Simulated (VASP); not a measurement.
A run of VASP 6.6.1 is set up as follows.

File POSCAR:

```
Ga2O3
1.0
    2.5002355724      1.4435116808      4.4825771591
   -2.5002355724      1.4435116808      4.4825771591
    0.0000000000     -2.8870233615      4.4825771591
Ga O
4 6
Direct
    0.8557125817      0.8557125817      0.8557125817
    0.6442874183      0.6442874183      0.6442874183
    0.1442874183      0.1442874183      0.1442874183
    0.3557125817      0.3557125817      0.3557125817
    0.7500000000      0.4471967803      0.0528032197
    0.4471967803      0.0528032197      0.7500000000
    0.0528032197      0.7500000000      0.4471967803
    0.2500000000      0.5528032197      0.9471967803
    0.9471967803      0.2500000000      0.5528032197
    0.5528032197      0.9471967803      0.2500000000
```

File INCAR.step1:

```
SYSTEM = Ga2O3
  PREC = Accurate
  ENCUT = 520
  EDIFF = 1E-5
  ISMEAR = 0
  SIGMA = 0.01
  LREAL = .FALSE.
  LASPH = .TRUE.
  NELM = 80
  ALGO = Normal
  ISIF = 2
  LWAVE = .TRUE.
  LCHARG = .FALSE.
  NBANDS = 55
  GGA = PE
  KPAR = 2
```

INCAR.step2

```
SYSTEM = Ga2O3
  PREC = Accurate
  ENCUT = 520
  EDIFF = 1E-6
  ISMEAR = 0
  SIGMA = 0.01
  LREAL = .FALSE.
  LASPH = .TRUE.
  NELM = 80
  ALGO = Normal
  ISIF = 2
  LWAVE = .FALSE.
  LCHARG = .FALSE.
  GGA = PE
  LHFCALC = .TRUE.
  HFSCREEN = 0.2079
  PRECFOCK = Fast
  NBANDS = 55
  ISTART = 1
  KPAR = 2
```

The input KPOINTS:

```
Automatic mesh
0
G
  3 3 3
  0 0 0
```

Potentials or basis: VASP PAW PBE potentials, release 64 (Ga_d, O).

Run with:

```bash
$ cat potpaw_PBE.64/Ga_d/POTCAR potpaw_PBE.64/O/POTCAR > POTCAR
$ cp INCAR.step1 INCAR
$ mpirun -np 2 vasp_std > vasp.out
$ cp INCAR.step2 INCAR
$ mpirun -np 2 vasp_std > vasp.out
```

Q: What does it give for the largest force?

A: 0.085 eV/Å.

Q: Estimate the pressure.

A: -0.9 GPa.

Q: Predict the band gap on the k mesh.

A: 4.61 eV (least direct gap 4.78 eV).

Forces on the atoms (eV/Å):
```
Ga   0.000  0.000  0.014
Ga   0.000  0.000 -0.014
Ga   0.000  0.000 -0.014
Ga   0.000  0.000  0.014
O    0.042 -0.073  0.000
O   -0.085  0.000  0.000
O    0.042  0.073  0.000
O   -0.042  0.073  0.000
O   -0.042 -0.073  0.000
O    0.085  0.000  0.000
```

Caveat: the k points lie up to 0.51 Å⁻¹ apart; the PAW data sets were made with another functional, which shifts forces and pressure a little. A k mesh can miss the band edges.
